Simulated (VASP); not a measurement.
# Zn15Se16 (a cell with a defect) in VASP: single point with PBE

Aim: the single point of Zn15Se16 (a cell with a defect) with PBE.

All numbers are computed with VASP 6.6.1; they aren't measurements. Logs are shortened: lines on timing, memory, paths and dates and some standing lists are left out, and cuts for length are marked.

## Step 1: The cell of the first run

The cell holds a defect, 31 atoms: a = 9.928 Å, b = 9.928 Å, c = 9.928 Å, α = 109.47°, β = 109.47°, γ = 109.47°.

## Step 2: Single point, PBE (atoms taken out, then relaxed in part)

Contents of INCAR:

```
SYSTEM = Zn15Se16
ALGO = Normal
EDIFF = 1E-6
ENCUT = 520
GGA = PE
ISIF = 2
ISMEAR = 0
LASPH = .True.
LCHARG = .False.
LREAL = Auto
LWAVE = .False.
NBANDS = 159
NELECT = 278.0
NELM = 80
PREC = Accurate
SIGMA = 0.02
```

Contents of KPOINTS:

```
Automatic mesh
0
Gamma
  2 2 2
  0.5 0.5 0.5
```

Contents of POSCAR:

```
Zn15Se16
1.0
   -5.7317611782     -5.7317611782      5.7317611782
    5.7317611782     -5.7317611782     -5.7317611782
    5.7317611782      5.7317611782      5.7317611782
Zn Se
15 16
Direct
    0.2537361234      0.5000000000      0.2612707744
    0.5075346510      0.2462638766      0.2462638766
    0.2537361234      0.2612707744      0.5000000000
    0.0000000000      0.2612707744      0.7537361234
    0.7612707744      0.5000000000      0.7537361234
    0.5000000000      0.5000000000      0.0000000000
    1.0000000000      0.7537361234      0.2612707744
    0.7462638766      0.0075346510      0.2462638766
    0.5000000000      0.0000000000      0.5000000000
    0.2387292256     -0.0075346510      0.7387292256
    0.0000000000      0.0000000000      0.0000000000
    0.7462638766      0.2462638766      0.0075346510
    0.7612707744      0.7537361234      0.5000000000
    0.4924653490      0.7387292256      0.7387292256
    0.2387292256      0.7387292256     -0.0075346510
    0.2490138864      0.7490138864      0.2510033944
    0.0000000000      0.7383499328      0.5000000000
    0.5019895080      0.5000000000      0.2509861136
    0.2383499328      0.5000000000      0.5000000000
    0.0000000000      0.5000000000      0.7383499328
    0.7510033944      0.7490138864      0.7490138864
    0.4980104920      0.7489966056     -0.0019895080
    0.0000000000      0.0019895080      0.2509861136
    0.7616500672      0.2616500672      0.2616500672
    0.5019895080      0.2509861136      0.5000000000
    0.2490138864      0.2510033944      0.7490138864
    0.0000000000      0.2509861136      0.0019895080
    0.7509861136      0.5000000000      0.0019895080
    0.7509861136      0.0019895080      0.5000000000
    0.4980104920     -0.0019895080      0.7489966056
    0.2489966056     -0.0019895080     -0.0019895080
```

Potentials or basis: VASP PAW PBE potentials, release 64 (Zn, Se).

Command:

```console
> cat potpaw_PBE.64/Zn/POTCAR potpaw_PBE.64/Se/POTCAR > POTCAR
> mpirun -np 1 vasp_std > vasp.out
```

OUTCAR:

```text
SYSTEM = Zn15Se16
   EDIFF = 1E-6
   ENCUT = 520
   GGA = PE
   ISIF = 2
   ISMEAR = 0
   LASPH = .True.
   LREAL = Auto
   NELECT = 278.0
   NELM = 80
   PREC = Accurate

 ion  position               nearest neighbor table
   1  0.254  0.500  0.261-  19 2.43  18 2.50  16 2.52  27 2.52
   2  0.508  0.246  0.246-  24 2.43  31 2.50  25 2.52  18 2.52
   3  0.254  0.261  0.500-  19 2.43  25 2.50  23 2.52  26 2.52
   4  0.000  0.261  0.754-  20 2.43  27 2.50  26 2.52  29 2.52
   5  0.761  0.500  0.754-  20 2.43  28 2.50  25 2.52  21 2.52
   6  0.500  0.500  0.000-  18 2.49  22 2.49  26 2.49  28 2.49
[... 8 lines left out ...]
  15  0.239  0.739  0.992-  20 2.43  16 2.50  22 2.52  31 2.52
  16  0.249  0.749  0.251-   9 2.49  15 2.50   1 2.52   7 2.52
  17  0.000  0.738  0.500-   7 2.43  10 2.43  13 2.43
  18  0.502  0.500  0.251-   6 2.49   1 2.50   2 2.52  13 2.52
  19  0.238  0.500  0.500-   1 2.43   3 2.43  14 2.43
  20  0.000  0.500  0.738-   4 2.43   5 2.43  15 2.43
  21  0.751  0.749  0.749-  11 2.49  14 2.50  13 2.52   5 2.52
  22  0.498  0.749  0.998-   6 2.49   8 2.50  14 2.52  15 2.52
  23  0.000  0.002  0.251-  11 2.49   7 2.50   8 2.52   3 2.52
  24  0.762  0.262  0.262-   2 2.43   8 2.43  12 2.43
  25  0.502  0.251  0.500-   9 2.49   3 2.50   5 2.52   2 2.52
  26  0.249  0.251  0.749-   6 2.49  10 2.50   3 2.52   4 2.52
  27  0.000  0.251  0.002-  11 2.49   4 2.50   1 2.52  12 2.52
  28  0.751  0.500  0.002-   6 2.49   5 2.50   7 2.52  12 2.52
  29  0.751  0.002  0.500-   9 2.49  13 2.50   4 2.52   8 2.52
  30  0.498  0.998  0.749-   9 2.49  12 2.50  10 2.52  14 2.52
  31  0.249  0.998  0.998-  11 2.49   2 2.50  10 2.52  15 2.52

  LATTYP: Found a body centered cubic cell.
 ALAT       =    11.4635223564

  Lattice vectors:

 A1 = (  -5.7317611782,  -5.7317611782,   5.7317611782)
 A2 = (   5.7317611782,  -5.7317611782,  -5.7317611782)
 A3 = (   5.7317611782,   5.7317611782,   5.7317611782)

Analysis of symmetry for initial positions (statically):
=====================================================================
 Subroutine PRICEL returns:
 Original cell was already a primitive cell.

 Routine SETGRP: Setting up the symmetry group for a
 body centered cubic supercell.

 Subroutine GETGRP returns: Found 24 space group operations
 (whereof  8 operations were pure point group operations)
 out of a pool of 48 trial point group operations.

The static configuration has the point symmetry D_2d.
 The point group associated with its full space group is T_d .

Analysis of symmetry for dynamics (positions and initial velocities):
=====================================================================
 Subroutine PRICEL returns:
 Original cell was already a primitive cell.

 Routine SETGRP: Setting up the symmetry group for a
[... 159 lines left out ...]
   IALGO  =     38    algorithm
   IMIX   =      4    mixing-type and parameters
     AMIX     =   0.40;   BMIX     =  1.00
     AMIX_MAG =   1.60;   BMIX_MAG =  1.00
  volume/ion in A,a.u.               =      24.30       163.97
  Fermi-wavevector in a.u.,A,eV,Ry     =   1.174307  2.219119 18.762395  1.378997
  Thomas-Fermi vector in A             =   2.310706
   LORBIT       =      0    0 simple, 1 ext, 2 COOP (PROOUT), +10 PAW based schemes
   GGA     = PE    functional components
   LHFCALC =     F    Hartree Fock is set to
   AEXX    =    0.0000 exact exchange contribution
   IVDW    =     0    specifies the selected vdW correction
   LEPSILON=     F    determine dielectric tensor
   LRPA    =     F    only Hartree local field effects (RPA)
 non-spin polarized calculation
 Gauss-broadening in eV      SIGMA  =   0.02
  energy-cutoff  :      520.00
  volume of cell :      753.22
 maximum number of plane-waves:     20329
 NGX is ok and might be reduce to    80
   NGX = 37   NGY = 37   NGZ = 37

 number of electron     277.9999938 magnetization

 Free energy of the ion-electron system (eV)
  ---------------------------------------------------
  ext. energy  EPLUGINS =         0.00000000
  ---------------------------------------------------
  free energy    TOTEN  =       -89.96577223 eV

  energy without entropy =      -89.96577223  energy(sigma->0) =      -89.96577223

 E-fermi :   1.1805     XC(G=0):  -9.1011

 val. band max:        1.0785265905   @ k =   0.2500   0.2500   0.2500
 cond. band min:       3.8051703839   @ k =  -0.2500   0.2500   0.2500
 fundamental gap:      2.7266437934
 Fermi energy:         1.1804666563

 k-point     1 :       0.2500    0.2500    0.2500
  band No.  band energies     occupation
      1     -11.5247      2.00000
      2     -11.5247      2.00000
      3     -11.5247      2.00000
      4     -11.3632      2.00000
      5     -11.0495      2.00000
      6     -11.0495      2.00000
[... 143 lines left out ...]
    150       4.8582      0.00000
    151       4.8582      0.00000

 k-point     2 :      -0.2500    0.2500    0.2500
  band No.  band energies     occupation
      1     -11.6990      2.00000
      2     -11.3691      2.00000
      3     -11.3129      2.00000
      4     -11.3129      2.00000
      5     -11.2760      2.00000
      6     -11.1376      2.00000
[... 143 lines left out ...]
    150       5.2131      0.00000
    151       5.2131      0.00000
 [bands above 151 left out]

------------------------ aborting loop because EDIFF is reached ----------------------------------------

  FORCE on cell =-STRESS in cart. coord.  units (eV):
  Direction    XX          YY          ZZ          XY          YZ          ZX
  --------------------------------------------------------------------------------------
  -------------------------------------------------------------------------------------
  Total       12.0607588     12.0607588     12.0607588      0.0000000      0.0000000      0.0000000
  in kB       25.6543468     25.6543468     25.6543468      0.0000000      0.0000000      0.0000000
  external PRESSURE =      25.6543468 kB  Pullay stress =       0.0000000 kB

 VOLUME and BASIS-vectors are now :
 -----------------------------------------------------------------------------
  energy-cutoff  :      520.00
  volume of cell :      753.22
      direct lattice vectors                 reciprocal lattice vectors
    -5.731761178 -5.731761178  5.731761178     0.000000000 -0.087233223  0.087233223
     5.731761178 -5.731761178 -5.731761178     0.087233223 -0.087233223  0.000000000
     5.731761178  5.731761178  5.731761178     0.087233223  0.000000000  0.087233223

 POSITION                                       TOTAL-FORCE (eV/Angst)
 -----------------------------------------------------------------------------------
      2.90907     -2.82269      0.08602        -0.011018     -0.011018      0.001128
     -0.08602     -2.90907      2.90907        -0.001128      0.011018     -0.011018
      2.90907     -0.08602      2.82269        -0.011018     -0.001128      0.011018
      5.81778      2.82269      2.82269         0.001128      0.011018      0.011018
      2.82269     -2.90907      5.81778         0.011018      0.011018      0.001128
      0.00000     -5.73176      0.00000        -0.000000     -0.000000     -0.000000
[... 23 lines left out ...]
      7.15895     -4.28177      1.42719         0.002662      0.007544      0.002662
     10.01353     -1.42719      1.42719        -0.007544     -0.002662      0.002662
 -----------------------------------------------------------------------------------
    total drift:                                0.000001      0.000013      0.000001

  FREE ENERGIE OF THE ION-ELECTRON SYSTEM (eV)
  ---------------------------------------------------
  free  energy   TOTEN  =       -89.9657722337 eV

  energy  without entropy=      -89.9657722337  energy(sigma->0) =      -89.96577223
```

OSZICAR:

```text
N       E                     dE             d eps       ncg     rms          rms(c)
DAV:   1     0.257434508155E+04    0.25743E+04   -0.12087E+05   636   0.197E+03
DAV:   2     0.384941301865E+03   -0.21894E+04   -0.21352E+04   636   0.487E+02
DAV:   3    -0.581727978252E+02   -0.44311E+03   -0.42883E+03   698   0.186E+02
DAV:   4    -0.944854875928E+02   -0.36313E+02   -0.36028E+02   696   0.509E+01
DAV:   5    -0.952738646005E+02   -0.78838E+00   -0.78506E+00   712   0.720E+00    0.178E+01
DAV:   6    -0.899022628614E+02    0.53716E+01   -0.12086E+01   896   0.349E+01    0.137E+01
DAV:   7    -0.900232237813E+02   -0.12096E+00   -0.11375E+01   712   0.713E+00    0.513E+00
DAV:   8    -0.899626313617E+02    0.60592E-01   -0.10469E+00   800   0.667E+00    0.185E+00
DAV:   9    -0.899631936447E+02   -0.56228E-03   -0.17482E-01   792   0.441E+00    0.446E-01
DAV:  10    -0.899638695805E+02   -0.67594E-03   -0.17842E-02   720   0.165E+00    0.250E-01
DAV:  11    -0.899649213752E+02   -0.10518E-02   -0.48171E-03   760   0.650E-01    0.109E-01
DAV:  12    -0.899657475469E+02   -0.82617E-03   -0.34213E-03   672   0.270E-01    0.510E-02
DAV:  13    -0.899657625454E+02   -0.14998E-04   -0.15221E-04   752   0.777E-02    0.200E-02
DAV:  14    -0.899657708272E+02   -0.82819E-05   -0.92319E-05   792   0.122E-01    0.930E-03
DAV:  15    -0.899657719738E+02   -0.11466E-05   -0.20465E-05   704   0.168E-02    0.628E-03
DAV:  16    -0.899657722337E+02   -0.25986E-06   -0.13003E-06   424   0.123E-02
   1 F= -.89965772E+02 E0= -.89965772E+02  d E =-.441342E-13
```

Run time: 7.4 min. Hardware: 1 thread of AMD EPYC 7R13 (Zen 3), shared host; peak memory 0.99 GiB.

Results:

- Free energy: -89.9658 eV
- Largest force: 0.019 eV/Å

Forces on the atoms (eV/Å):
```
Zn  -0.011 -0.011  0.001
Zn  -0.001  0.011 -0.011
Zn  -0.011 -0.001  0.011
Zn   0.001  0.011  0.011
Zn   0.011  0.011  0.001
Zn   0.000  0.000  0.000
Zn   0.001 -0.011 -0.011
Zn  -0.011  0.011 -0.001
Zn   0.000  0.000  0.000
Zn   0.011 -0.011 -0.001
Zn   0.000  0.000  0.000
Zn  -0.011  0.001 -0.011
Zn   0.011 -0.001 -0.011
Zn  -0.001 -0.011  0.011
Zn   0.011  0.001  0.011
Se  -0.003  0.008 -0.003
Se  -0.011  0.011  0.011
Se   0.003  0.003  0.008
Se   0.011  0.011 -0.011
Se  -0.011 -0.011 -0.011
Se  -0.008  0.003 -0.003
Se   0.003 -0.003 -0.008
Se   0.008  0.003  0.003
Se   0.011 -0.011  0.011
Se   0.003 -0.008 -0.003
Se  -0.003  0.003 -0.008
Se   0.008 -0.003 -0.003
Se  -0.003 -0.003  0.008
Se  -0.003 -0.008  0.003
Se   0.003  0.008  0.003
Se  -0.008 -0.003  0.003
```

Caveat: the cell carries a net charge on a neutralising background, which shifts energy and pressure; the cell differs from its parent crystal (atoms taken out, then relaxed in part); the cell is charged against a uniform background, so pressure and absolute levels hang on convention.
